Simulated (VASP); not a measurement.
Wanted: the native input for a VASP 6.6.1 run.

```
Task                   : single point
Functional             : r2SCAN
Potentials or basis    : VASP PAW PBE potentials, release 64 (Cu, I)
Cutoff                 : 520 eV
k mesh                 : 8 × 8 × 8
Occupations            : gaussian, width 0.01 eV
Spin                   : no spin polarisation
Dipole correction      : no
Further INCAR settings : ALGO = Normal; EDIFF = 1e-06; NBANDS = 16
```

The system is CuI.

```
Cu I
1.0
     0.00000    3.01203    3.13733
     3.01203    0.00000    3.13733
     3.01203    3.01203    0.00000
Cu I
1 1
Direct
  0.00000 0.00000 0.00000
  0.25000 0.25000 0.25000
```

This cell differs from its parent crystal: uniaxial z strain +4.2%.

These files were run (other wordings do the same):

POSCAR

```
CuI
1.0
    0.0000000000      3.0120291186      3.1373295300
    3.0120291186      0.0000000000      3.1373295300
    3.0120291186      3.0120291186      0.0000000000
Cu I
1 1
Direct
    0.0000000000      0.0000000000      0.0000000000
    0.2500000000      0.2500000000      0.2500000000
```

INCAR.step1

```
ALGO = Normal
EDIFF = 1E-4
ENCUT = 520
GGA = PE
ISMEAR = 0
LASPH = T
LCHARG = F
LREAL = F
LWAVE = T
NBANDS = 16
NELM = 80
PREC = Accurate
SIGMA = 0.01
```

INCAR.step2

```
ALGO = Normal
EDIFF = 1E-6
ENCUT = 520
ISIF = 2
ISMEAR = 0
ISTART = 1
LASPH = T
LCHARG = T
LELF = T
LMIXTAU = T
LREAL = F
LVHAR = T
LWAVE = F
METAGGA = R2SCAN
NBANDS = 16
NELM = 80
PREC = Accurate
SIGMA = 0.01
```

KPOINTS

```
k-points
0
Gamma
  8 8 8
```

Potentials or basis: VASP PAW PBE potentials, release 64 (Cu, I).

Command:

```sh
$ cat potpaw_PBE.64/Cu/POTCAR potpaw_PBE.64/I/POTCAR > POTCAR
$ cp INCAR.step1 INCAR
$ mpirun -np 1 vasp_std > vasp.out
$ cp INCAR.step2 INCAR
$ mpirun -np 1 vasp_std > vasp.out
```

It gave:

| Item | Value |
| --- | --- |
| Pressure | -1.7 GPa |
| Band gap on the k mesh | 1.53 eV, direct |

Caveat: the cell differs from its parent crystal (uniaxial z strain +4.2%); the PAW data sets were made with another functional, which shifts forces and pressure a little; spin-orbit coupling is left out, which moves the levels of the heavy elements.

It took 100 s on 1 thread of Intel(R) Xeon(R) Platinum 8259CL CPU @ 2.50GHz (Skylake/Cascade Lake), on a shared host, peak memory 0.22 GiB.
